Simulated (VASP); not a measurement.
# CO2 (I-42d) in VASP: further runs, part 2 of 2

VASP 6.6.1. The steps go on from the part before.

## (3) Single point, PBEsol (volume scaled by 1.06)

INCAR

```
SYSTEM = CO2
PREC = Accurate ; ENCUT = 520
EDIFF = 1E-7 ; ISMEAR = -1
SIGMA = 0.05 ; LREAL = .False.
LASPH = .True. ; NELM = 60
ALGO = Normal ; ISIF = 2
LWAVE = .False. ; LCHARG = .True.
GGA = PS ; LELF = .True.
LVHAR = .True. ; NBANDS = 25
```

KPOINTS

```
Automatic mesh
0
Gamma
  9 9 9
  0 0 0
```

POSCAR

```
CO2
1.0
   -2.0134569700      2.0134569700      3.0731721843
    2.0134569700     -2.0134569700      3.0731721843
    2.0134569700      2.0134569700     -3.0731721843
O C
4 2
Direct
    0.8750000000      0.9597980000      0.5847980000
    0.3750000000      0.2902020000      0.4152020000
    0.0402020000      0.6250000000      0.9152020000
    0.7097980000      0.1250000000      0.0847980000
    0.0000000000      0.0000000000      0.0000000000
    0.7500000000      0.2500000000      0.5000000000
```

Potentials or basis: VASP PAW PBE potentials, release 64 (O, C).

Launch:

```console
cat potpaw_PBE.64/O/POTCAR potpaw_PBE.64/C/POTCAR > POTCAR
mpirun -np 1 vasp_std > vasp.out
```

OUTCAR:

```text
SYSTEM = CO2
   PREC = Accurate
   ENCUT = 520
   EDIFF = 1E-7
   ISMEAR = -1
   LREAL = .False.
   LASPH = .True.
   NELM = 60
   ISIF = 2
   GGA = PS

 ion  position               nearest neighbor table
   1  0.875  0.960  0.585-   6 1.43   5 1.43
   2  0.375  0.290  0.415-   5 1.43   6 1.43
   3  0.040  0.625  0.915-   5 1.43   6 1.43
   4  0.710  0.125  0.085-   5 1.43   6 1.43
   5  0.000  0.000  0.000-   2 1.43   3 1.43   4 1.43   1 1.43
   6  0.750  0.250  0.500-   1 1.43   2 1.43   3 1.43   4 1.43

  LATTYP: Found a body centered tetragonal cell.
 ALAT       =     4.0269139400
 C/A-ratio  =     1.5263162958

  Lattice vectors:

 A1 = (  -2.0134569700,   2.0134569700,   3.0731721843)
 A2 = (   2.0134569700,  -2.0134569700,   3.0731721843)
 A3 = (   2.0134569700,   2.0134569700,  -3.0731721843)

Analysis of symmetry for initial positions (statically):
=====================================================================
 Subroutine PRICEL returns:
 Original cell was already a primitive cell.

 Routine SETGRP: Setting up the symmetry group for a
 body centered tetragonal supercell.

 Subroutine GETGRP returns: Found  8 space group operations
 (whereof  4 operations were pure point group operations)
 out of a pool of 16 trial point group operations.

The static configuration has the point symmetry S_4 .
 The point group associated with its full space group is D_2d.

Analysis of symmetry for dynamics (positions and initial velocities):
=====================================================================
 Subroutine PRICEL returns:
 Original cell was already a primitive cell.

 Routine SETGRP: Setting up the symmetry group for a
 body centered tetragonal supercell.

 Subroutine GETGRP returns: Found  8 space group operations
 (whereof  4 operations were pure point group operations)
 out of a pool of 16 trial point group operations.

The dynamic configuration has the point symmetry S_4 .
 The point group associated with its full space group is D_2d.

 Subroutine INISYM returns: Found  8 space group operations
 (whereof  4 operations are pure point group operations),
 and found     1 'primitive' translations

----------------------------------------------------------------------------------------

                                     Primitive cell

  volume of cell :      49.8347

  direct lattice vectors                    reciprocal lattice vectors
    -2.013456970  2.013456970  3.073172184     0.000000000  0.248329121  0.162698336
     2.013456970 -2.013456970  3.073172184     0.248329121  0.000000000  0.162698336
     2.013456970  2.013456970 -3.073172184     0.248329121  0.248329121  0.000000000

  length of vectors
     4.189559072  4.189559072  4.189559072     0.296880617  0.296880617  0.351190411

  position of ions in fractional coordinates (direct lattice)
     0.875000000  0.959798000  0.584798000
     0.375000000  0.290202000  0.415202000
     0.040202000  0.625000000  0.915202000
     0.709798000  0.125000000  0.084798000
     0.000000000  0.000000000  0.000000000
     0.750000000  0.250000000  0.500000000

  ion indices of the primitive-cell ions
   primitive index   ion index
                 1           1
[... 22 lines left out ...]
     0.032986735  0.032986735  0.039021157

  Shift w.r.t. Gamma in fractional coordinates (k-lattice)
     0.000000000  0.000000000  0.000000000

 Subroutine IBZKPT returns following result:
 ===========================================

 Found     75 irreducible k-points:

 Following reciprocal coordinates:
            Coordinates               Weight
  0.000000  0.000000  0.000000      1.000000
  0.111111  0.000000  0.000000      8.000000
  0.222222 -0.000000  0.000000      8.000000
  0.333333  0.000000  0.000000      8.000000
  0.444444 -0.000000  0.000000      8.000000
  0.111111  0.111111  0.000000      8.000000
[... 16 lines left out ...]
 -0.333333  0.333333  0.000000      4.000000
  0.444444  0.444444  0.000000      8.000000
 [... further k-points ...]
   k-points           NKPTS =     75   k-points in BZ     NKDIM =     75   number of bands    NBANDS=     25
   number of dos      NEDOS =    301   number of ions     NIONS =      6
   total plane-waves  NPLWV =  32768
   dimension x,y,z NGX =    32 NGY =   32 NGZ =   32
   dimension x,y,z NGXF=    64 NGYF=   64 NGZF=   64
   ions per type =               4   2
   NGX,Y,Z   is equivalent  to a cutoff of  12.70, 12.70, 12.70 a.u.
   NGXF,Y,Z  is equivalent  to a cutoff of  25.40, 25.40, 25.40 a.u.
 SYSTEM =  CO2
   PREC   = accura    normal or accurate (medium, high low for compatibility)
   ISTART =      0    job   : 0-new  1-cont  2-samecut
   ICHARG =      2    charge: 1-file 2-atom 10-const
   ISPIN  =      1    spin polarized calculation?
   LNONCOLLINEAR =      F non collinear calculations
   LSORBIT =      F    spin-orbit coupling
   LASPH  =      T    aspherical Exc in radial PAW
   ENCUT  =  520.0 eV  38.22 Ry    6.18 a.u.   7.79  7.79  7.79*2*pi/ulx,y,z
   NELM   =     60;   NELMIN=  2; NELMDL= -5     # of ELM steps
   EDIFF  = 0.1E-06   stopping-criterion for ELM
   LREAL  =      F    real-space projection
   EDIFFG = 0.1E-05   stopping-criterion for IOM
   NSW    =      0    number of steps for IOM
   IBRION =     -1    ionic relax: 0-MD 1-quasi-New 2-CG
   NFREE  =      0    steps in history (QN), initial steepest desc. (CG)
   ISIF   =      2    stress and relaxation
   ISYM   =      2    0-nonsym 1-usesym 2-fastsym
   POTIM  = 0.5000    time-step for ionic-motion
   TEBEG  =    0.0;   TEEND  =   0.0 temperature during run
   PSTRESS=    0.0 pullay stress
   NELECT =      32.0000    total number of electrons
   NUPDOWN=      -1.0000    fix difference up-down
   EMIN   =  10.00;   EMAX   =-10.00  energy-range for DOS
   EFERMI =   0.00;   METHOD = LEGACY
   ISMEAR =    -1;   SIGMA  =   0.05  broadening in eV -4-tet -1-fermi 0-gaus
   EFERMI_NEDOS =   21; number of points for ismear=-14 and -15
   IALGO  =     38    algorithm
   IMIX   =      4    mixing-type and parameters
     AMIX     =   0.40;   BMIX     =  1.00
     AMIX_MAG =   1.60;   BMIX_MAG =  1.00
  volume/ion in A,a.u.               =       8.31        56.05
  Fermi-wavevector in a.u.,A,eV,Ry     =   1.412367  2.668987 27.140645  1.994781
  Thomas-Fermi vector in A             =   2.534123
   LORBIT       =      0    0 simple, 1 ext, 2 COOP (PROOUT), +10 PAW based schemes
   GGA     = PS    functional components
   LHFCALC =     F    Hartree Fock is set to
   AEXX    =    0.0000 exact exchange contribution
   IVDW    =     0    specifies the selected vdW correction
   LEPSILON=     F    determine dielectric tensor
   LRPA    =     F    only Hartree local field effects (RPA)
 non-spin polarized calculation
  energy-cutoff  :      520.00
  volume of cell :       49.83
 maximum number of plane-waves:      1372
   NGX = 15   NGY = 15   NGZ = 15

 number of electron      31.9999997 magnetization

 Free energy of the ion-electron system (eV)
  ---------------------------------------------------
  ext. energy  EPLUGINS =         0.00000000
  ---------------------------------------------------
  free energy    TOTEN  =       -45.89561590 eV

  energy without entropy =      -45.89561590  energy(sigma->0) =      -45.89561590

 E-fermi :   2.5348     XC(G=0): -11.0299

 val. band max:        1.4918935486   @ k =  -0.4444   0.4444   0.4444
 cond. band min:       8.7418479403   @ k =  -0.2222   0.2222   0.2222
 fundamental gap:      7.2499543917
 Fermi energy:         2.5348082146

 k-point     1 :       0.0000    0.0000    0.0000
  band No.  band energies     occupation
      1     -21.8167      2.00000
      2     -17.0483      2.00000
      3     -17.0483      2.00000
      4     -16.4743      2.00000
      5     -12.6751      2.00000
      6      -7.7081      2.00000
[... 661 lines left out ...]
     24      15.3430      0.00000
     25      15.8861      0.00000

 [... further k-points ...]
[... 5 lines left out ...]
  --------------------------------------------------------------------------------------
  -------------------------------------------------------------------------------------
  Total       -5.4903457     -5.4903457     -5.7016545      0.0000000      0.0000000      0.0000000
  in kB     -176.5138066   -176.5138066   -183.3073528      0.0000000      0.0000000      0.0000000
  external PRESSURE =    -178.7783220 kB  Pullay stress =       0.0000000 kB

 VOLUME and BASIS-vectors are now :
 -----------------------------------------------------------------------------
  energy-cutoff  :      520.00
  volume of cell :       49.83
      direct lattice vectors                 reciprocal lattice vectors
    -2.013456970  2.013456970  3.073172184     0.000000000  0.248329121  0.162698336
     2.013456970 -2.013456970  3.073172184     0.248329121  0.000000000  0.162698336
     2.013456970  2.013456970 -3.073172184     0.248329121  0.248329121  0.000000000

 POSITION                                       TOTAL-FORCE (eV/Angst)
 -----------------------------------------------------------------------------------
      1.34820      1.00673      3.84147         0.853378      0.000000      0.000000
      0.66525      1.00673      0.76829        -0.853378      0.000000     -0.000000
      3.02019      0.66525     -0.76829         0.000000     -0.853378     -0.000000
     -1.00673      1.34820      2.30488        -0.000000      0.853378      0.000000
      0.00000      0.00000      0.00000        -0.000000      0.000000     -0.000000
      0.00000      2.01346      1.53659         0.000000      0.000000      0.000000
 -----------------------------------------------------------------------------------
    total drift:                                0.000003      0.000003      0.000004

  FREE ENERGIE OF THE ION-ELECTRON SYSTEM (eV)
  ---------------------------------------------------
  free  energy   TOTEN  =       -45.8956158996 eV

  energy  without entropy=      -45.8956158995  energy(sigma->0) =      -45.89561590
```

It took 99 s on 1 thread of Intel Xeon 6975P-C, shared host; peak memory 0.21 GiB.

What came out:

```yaml
Free_energy: -45.8956 eV
Pressure: -17.9 GPa
Largest_force: 0.853 eV/Å
Band_gap_on_the_k_mesh: 7.25 eV, indirect (least direct gap 7.59 eV)
```

Forces on the atoms (eV/Å):
```
O    0.853  0.000  0.000
O   -0.853  0.000  0.000
O    0.000 -0.853  0.000
O    0.000  0.853  0.000
C    0.000  0.000  0.000
C    0.000  0.000  0.000
```

Caveat: the PAW data sets were made with another functional, which shifts forces and pressure a little. A k mesh can miss the band edges.
